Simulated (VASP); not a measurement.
# HgTe (F-43m) in VASP: a series of runs, part 2 of 3

VASP 6.6.1. Earlier steps stand in the parts before.

## Step 3: Single point, PBEsol (volume scaled by 0.88)

INCAR

```
SYSTEM = HgTe
PREC     = Accurate       ! precision mode
ENCUT    = 520            ! plane-wave cutoff, eV
EDIFF    = 1E-6           ! SCF threshold, eV
ISMEAR   = 0              ! smearing method
SIGMA    = 0.1            ! smearing width, eV
LREAL    = .FALSE.        ! projectors in reciprocal space
LASPH    = .TRUE.         ! aspherical terms in the spheres
NELM     = 100            ! most SCF steps
ALGO     = Normal         ! electronic algorithm
ISIF     = 2              ! what is computed and relaxed
LWAVE    = .FALSE.        ! write WAVECAR
LCHARG   = .FALSE.        ! write CHGCAR
GGA      = PS             ! functional
NBANDS   = 16             ! bands
```

KPOINTS

```
regular mesh
0
G
  12 12 12
  0 0 0
```

POSCAR

```
HgTe
1.0
    0.0000000000      3.1189415855      3.1189415855
    3.1189415855      0.0000000000      3.1189415855
    3.1189415855      3.1189415855      0.0000000000
Hg Te
1 1
Direct
    0.0000000000      0.0000000000      0.0000000000
    0.2500000000      0.2500000000      0.2500000000
```

Potentials or basis: VASP PAW PBE potentials, release 64 (Hg, Te).

Launch:

```
$ cat potpaw_PBE.64/Hg/POTCAR potpaw_PBE.64/Te/POTCAR > POTCAR
$ mpirun -np 1 vasp_std > vasp.out
```

Run time: 26 s. Hardware: 1 thread of Intel Xeon 6975P-C (Granite Rapids), shared host; peak memory 0.24 GiB.

It converged, with:

```
Free energy            : -4.1978 eV
Pressure               : 7.7 GPa
Band gap on the k mesh : zero (filled and empty bands touch)
```

Levels at points of the mesh, in eV from the Fermi level:
```tsv
k point	band 6	band 7	band 8	band 9	band 10	band 11	band 12	band 13
(0.00, 0.00, 0.00)	-7.42	-0.59	-0.05	-0.05	-0.05	3.91	3.91	3.91
(0.50, 0.00, 0.00)	-7.05	-6.35	-1.28	-1.28	0.58	4.80	4.80	6.53
(0.50, 0.50, 0.00)	-6.85	-6.14	-2.85	-2.85	1.70	2.03	8.48	9.21
```

Caveat: the PAW data sets were made with another functional, which shifts forces and pressure a little; spin-orbit coupling is left out, which moves the levels of the heavy elements.

## Step 4: Single point, PBEsol (volume scaled by 0.91)

INCAR

```
PREC = Accurate
ENCUT = 520
EDIFF = 1E-6
ISMEAR = 0
SIGMA = 0.1
LREAL = F
LASPH = T
NELM = 80
ALGO = Normal
ISIF = 2
LWAVE = F
LCHARG = T
GGA = PS
LELF = T
LVHAR = T
NBANDS = 16
```

KPOINTS

```
Automatic mesh
0
Gamma
  12 12 12
```

POSCAR

```
HgTe
1.0
    0.0000000000      3.1539888064      3.1539888064
    3.1539888064      0.0000000000      3.1539888064
    3.1539888064      3.1539888064      0.0000000000
Hg Te
1 1
Direct
    0.0000000000      0.0000000000      0.0000000000
    0.2500000000      0.2500000000      0.2500000000
```

Potentials or basis: VASP PAW PBE potentials, release 64 (Hg, Te).

Launch:

```
$ cat potpaw_PBE.64/Hg/POTCAR potpaw_PBE.64/Te/POTCAR > POTCAR
$ mpirun -np 1 vasp_std > vasp.out
```

OUTCAR:

```text
PREC = Accurate
   ENCUT = 520
   EDIFF = 1E-6
   ISMEAR = 0
   LREAL = F
   LASPH = T
   NELM = 80
   ISIF = 2
   GGA = PS

 ion  position               nearest neighbor table
   1  0.000  0.000  0.000-   2 2.73   2 2.73   2 2.73   2 2.73
   2  0.250  0.250  0.250-   1 2.73   1 2.73   1 2.73   1 2.73

  LATTYP: Found a face centered cubic cell.
 ALAT       =     6.3079776128

  Lattice vectors:

 A1 = (   0.0000000000,   3.1539888064,   3.1539888064)
 A2 = (   3.1539888064,   0.0000000000,   3.1539888064)
 A3 = (   3.1539888064,   3.1539888064,   0.0000000000)

Analysis of symmetry for initial positions (statically):
=====================================================================
 Subroutine PRICEL returns:
 Original cell was already a primitive cell.

 Routine SETGRP: Setting up the symmetry group for a
 face centered cubic supercell.

 Subroutine GETGRP returns: Found 24 space group operations
 (whereof 24 operations were pure point group operations)
 out of a pool of 48 trial point group operations.

The static configuration has the point symmetry T_d .

Analysis of symmetry for dynamics (positions and initial velocities):
=====================================================================
 Subroutine PRICEL returns:
 Original cell was already a primitive cell.

 Routine SETGRP: Setting up the symmetry group for a
 face centered cubic supercell.

 Subroutine GETGRP returns: Found 24 space group operations
 (whereof 24 operations were pure point group operations)
 out of a pool of 48 trial point group operations.

The dynamic configuration has the point symmetry T_d .

 Subroutine INISYM returns: Found 24 space group operations
 (whereof 24 operations are pure point group operations),
 and found     1 'primitive' translations

----------------------------------------------------------------------------------------

                                     Primitive cell

  volume of cell :      62.7495

  direct lattice vectors                    reciprocal lattice vectors
     0.000000000  3.153988806  3.153988806    -0.158529415  0.158529415  0.158529415
     3.153988806  0.000000000  3.153988806     0.158529415 -0.158529415  0.158529415
     3.153988806  3.153988806  0.000000000     0.158529415  0.158529415 -0.158529415

  length of vectors
     4.460413746  4.460413746  4.460413746     0.274581001  0.274581001  0.274581001

  position of ions in fractional coordinates (direct lattice)
     0.000000000  0.000000000  0.000000000
     0.250000000  0.250000000  0.250000000

  ion indices of the primitive-cell ions
   primitive index   ion index
                 1           1
                 2           2

----------------------------------------------------------------------------------------

 KPOINTS: Automatic mesh

Automatic generation of k-mesh.
 Grid dimensions read from file:
 generate k-points for:   12   12   12

 Generating k-lattice:

  Cartesian coordinates                     Fractional coordinates (reciprocal lattice)
    -0.013210785  0.013210785  0.013210785     0.083333333  0.000000000  0.000000000
     0.013210785 -0.013210785  0.013210785     0.000000000  0.083333333  0.000000000
     0.013210785  0.013210785 -0.013210785     0.000000000  0.000000000  0.083333333

  Length of vectors
     0.022881750  0.022881750  0.022881750

  Shift w.r.t. Gamma in fractional coordinates (k-lattice)
     0.000000000  0.000000000  0.000000000

 Subroutine IBZKPT returns following result:
 ===========================================

 Found     72 irreducible k-points:

 Following reciprocal coordinates:
            Coordinates               Weight
  0.000000  0.000000  0.000000      1.000000
  0.083333  0.000000  0.000000      8.000000
  0.166667  0.000000  0.000000      8.000000
  0.250000  0.000000  0.000000      8.000000
  0.333333  0.000000  0.000000      8.000000
  0.416667  0.000000  0.000000      8.000000
[... 16 lines left out ...]
  0.500000  0.166667  0.000000     24.000000
 -0.416667  0.166667  0.000000     24.000000
 [... further k-points ...]
   k-points           NKPTS =     72   k-points in BZ     NKDIM =     72   number of bands    NBANDS=     16
   number of dos      NEDOS =    301   number of ions     NIONS =      2
   total plane-waves  NPLWV =  46656
   dimension x,y,z NGX =    36 NGY =   36 NGZ =   36
   dimension x,y,z NGXF=    72 NGYF=   72 NGZF=   72
   ions per type =               1   1
   NGX,Y,Z   is equivalent  to a cutoff of  13.42, 13.42, 13.42 a.u.
   NGXF,Y,Z  is equivalent  to a cutoff of  26.84, 26.84, 26.84 a.u.
 SYSTEM =  unknown system
   PREC   = accura    normal or accurate (medium, high low for compatibility)
   ISTART =      0    job   : 0-new  1-cont  2-samecut
   ICHARG =      2    charge: 1-file 2-atom 10-const
   ISPIN  =      1    spin polarized calculation?
   LNONCOLLINEAR =      F non collinear calculations
   LSORBIT =      F    spin-orbit coupling
   LASPH  =      T    aspherical Exc in radial PAW
   ENCUT  =  520.0 eV  38.22 Ry    6.18 a.u.   8.29  8.29  8.29*2*pi/ulx,y,z
   NELM   =     80;   NELMIN=  2; NELMDL= -5     # of ELM steps
   EDIFF  = 0.1E-05   stopping-criterion for ELM
   LREAL  =      F    real-space projection
   EDIFFG = 0.1E-04   stopping-criterion for IOM
   NSW    =      0    number of steps for IOM
   IBRION =     -1    ionic relax: 0-MD 1-quasi-New 2-CG
   NFREE  =      0    steps in history (QN), initial steepest desc. (CG)
   ISIF   =      2    stress and relaxation
   ISYM   =      2    0-nonsym 1-usesym 2-fastsym
   POTIM  = 0.5000    time-step for ionic-motion
   TEBEG  =    0.0;   TEEND  =   0.0 temperature during run
   PSTRESS=    0.0 pullay stress
   NELECT =      18.0000    total number of electrons
   NUPDOWN=      -1.0000    fix difference up-down
   EMIN   =  10.00;   EMAX   =-10.00  energy-range for DOS
   EFERMI =   0.00;   METHOD = LEGACY
   ISMEAR =     0;   SIGMA  =   0.10  broadening in eV -4-tet -1-fermi 0-gaus
   EFERMI_NEDOS =   21; number of points for ismear=-14 and -15
   IALGO  =     38    algorithm
   IMIX   =      4    mixing-type and parameters
     AMIX     =   0.40;   BMIX     =  1.00
     AMIX_MAG =   1.60;   BMIX_MAG =  1.00
  volume/ion in A,a.u.               =      31.37       211.73
  Fermi-wavevector in a.u.,A,eV,Ry     =   1.079681  2.040302 15.860466  1.165711
  Thomas-Fermi vector in A             =   2.215653
   LORBIT       =      0    0 simple, 1 ext, 2 COOP (PROOUT), +10 PAW based schemes
   GGA     = PS    functional components
   LHFCALC =     F    Hartree Fock is set to
   AEXX    =    0.0000 exact exchange contribution
   IVDW    =     0    specifies the selected vdW correction
   LEPSILON=     F    determine dielectric tensor
   LRPA    =     F    only Hartree local field effects (RPA)
 non-spin polarized calculation
 Gauss-broadening in eV      SIGMA  =   0.10
  energy-cutoff  :      520.00
  volume of cell :       62.75
 maximum number of plane-waves:      1713
 NGX is ok and might be reduce to    36
   NGX = 17   NGY = 17   NGZ = 17

 number of electron      18.0000001 magnetization

 Free energy of the ion-electron system (eV)
  ---------------------------------------------------
  ext. energy  EPLUGINS =         0.00000000
  ---------------------------------------------------
  free energy    TOTEN  =        -4.28136175 eV

  energy without entropy =       -4.28122004  energy(sigma->0) =       -4.28129090

 E-fermi :   3.8212     XC(G=0):  -9.2765

 val. band max:        3.7680811137   @ k =   0.0000   0.0000   0.0000
 cond. band min:       4.2622199418   @ k =   0.0833   0.0000   0.0000
 fundamental gap:      0.4941388281
 Fermi energy:         3.8212022685

 k-point     1 :       0.0000    0.0000    0.0000
  band No.  band energies     occupation
      1      -8.8238      2.00000
      2      -4.0440      2.00000
      3      -4.0440      2.00000
      4      -4.0440      2.00000
      5      -3.4140      2.00000
      6      -3.4140      2.00000
[... 8 lines left out ...]
     15      13.4113      0.00000
     16      13.4113      0.00000

 k-point     2 :       0.0833    0.0000    0.0000
  band No.  band energies     occupation
      1      -8.7830      2.00000
      2      -4.0342      2.00000
      3      -4.0324      2.00000
      4      -4.0324      2.00000
      5      -3.4157      2.00000
      6      -3.4157      2.00000
[... 8 lines left out ...]
     15      12.7043      0.00000
     16      12.7043      0.00000
[... 387 lines left out ...]
      5      -3.3834      2.00000
      6      -3.1292      2.00000
[... 8 lines left out ...]
     15      13.4299      0.00000
     16      13.9933      0.00000

 k-point    24 :      -0.4167    0.1667    0.0000
  band No.  band energies     occupation
      1      -8.0815      2.00000
      2      -3.8779      2.00000
      3      -3.8435      2.00000
      4      -3.4418      2.00000
      5      -3.4021      2.00000
      6      -3.0672      2.00000
[... 8 lines left out ...]
     15      13.1190      0.00000
     16      13.3022      0.00000

 [... further k-points ...]
[... 5 lines left out ...]
  --------------------------------------------------------------------------------------
  -------------------------------------------------------------------------------------
  Total        2.0502439      2.0502439      2.0502439      0.0000000      0.0000000      0.0000000
  in kB       52.3486726     52.3486726     52.3486726      0.0000000      0.0000000      0.0000000
  external PRESSURE =      52.3486726 kB  Pullay stress =       0.0000000 kB

 VOLUME and BASIS-vectors are now :
 -----------------------------------------------------------------------------
  energy-cutoff  :      520.00
  volume of cell :       62.75
      direct lattice vectors                 reciprocal lattice vectors
     0.000000000  3.153988806  3.153988806    -0.158529415  0.158529415  0.158529415
     3.153988806  0.000000000  3.153988806     0.158529415 -0.158529415  0.158529415
     3.153988806  3.153988806  0.000000000     0.158529415  0.158529415 -0.158529415

 POSITION                                       TOTAL-FORCE (eV/Angst)
 -----------------------------------------------------------------------------------
      0.00000      0.00000      0.00000         0.000000      0.000000      0.000000
      1.57699      1.57699      1.57699        -0.000000     -0.000000     -0.000000
 -----------------------------------------------------------------------------------
    total drift:                               -0.000000     -0.000000     -0.000000

  FREE ENERGIE OF THE ION-ELECTRON SYSTEM (eV)
  ---------------------------------------------------
  free  energy   TOTEN  =        -4.2813617529 eV

  energy  without entropy=       -4.2812200436  energy(sigma->0) =       -4.28129090
```

OSZICAR:

```text
N       E                     dE             d eps       ncg     rms          rms(c)
DAV:   1     0.104992502219E+03    0.10499E+03   -0.81408E+03  2304   0.983E+02
DAV:   2    -0.103179976285E+01   -0.10602E+03   -0.99499E+02  2712   0.231E+02
DAV:   3    -0.450355887639E+01   -0.34718E+01   -0.34640E+01  2872   0.431E+01
DAV:   4    -0.453398607102E+01   -0.30427E-01   -0.30425E-01  3400   0.372E+00
DAV:   5    -0.453412733480E+01   -0.14126E-03   -0.14126E-03  2976   0.199E-01    0.904E+00
DAV:   6    -0.429695705233E+01    0.23717E+00   -0.46012E-01  2704   0.969E+00    0.701E+00
DAV:   7    -0.428383293129E+01    0.13124E-01   -0.11391E-01  2632   0.240E+00    0.239E+00
DAV:   8    -0.428158387135E+01    0.22491E-02   -0.13180E-02  2552   0.137E+00    0.636E-01
DAV:   9    -0.428135147538E+01    0.23240E-03   -0.73246E-04  3000   0.318E-01    0.153E-01
DAV:  10    -0.428135659547E+01   -0.51201E-05   -0.76424E-05  2920   0.791E-02    0.527E-02
DAV:  11    -0.428136403392E+01   -0.74385E-05   -0.26195E-05  2848   0.472E-02    0.455E-02
DAV:  12    -0.428136180916E+01    0.22248E-05   -0.48008E-06  2560   0.229E-02    0.187E-02
DAV:  13    -0.428136175294E+01    0.56229E-07   -0.47770E-07  1488   0.377E-03
   1 F= -.42813618E+01 E0= -.42812909E+01  d E =-.141709E-03
```

It took 27 s on 1 thread of Intel Xeon 6975P-C (Granite Rapids), shared host; peak memory 0.25 GiB.

What came out:

- Free energy: -4.2814 eV
- Pressure: 5.2 GPa
- Band gap on the k mesh: zero (filled and empty bands touch)

Levels at points of the mesh, in eV from the Fermi level:
| k point | band 7 | band 8 | band 9 | band 10 | band 11 | band 12 |
| --- | --- | --- | --- | --- | --- | --- |
| (0.00, 0.00, 0.00) | -0.68 | -0.05 | -0.05 | -0.05 | 3.98 | 3.98 |
| (0.50, 0.00, 0.00) | -6.11 | -1.21 | -1.21 | 0.58 | 4.84 | 4.84 |
| (0.50, 0.50, 0.00) | -5.94 | -2.68 | -2.68 | 1.73 | 2.12 | 8.33 |

Caveat: the PAW data sets were made with another functional, which shifts forces and pressure a little; spin-orbit coupling is left out, which moves the levels of the heavy elements.

(Continued in part 3 of 3.)
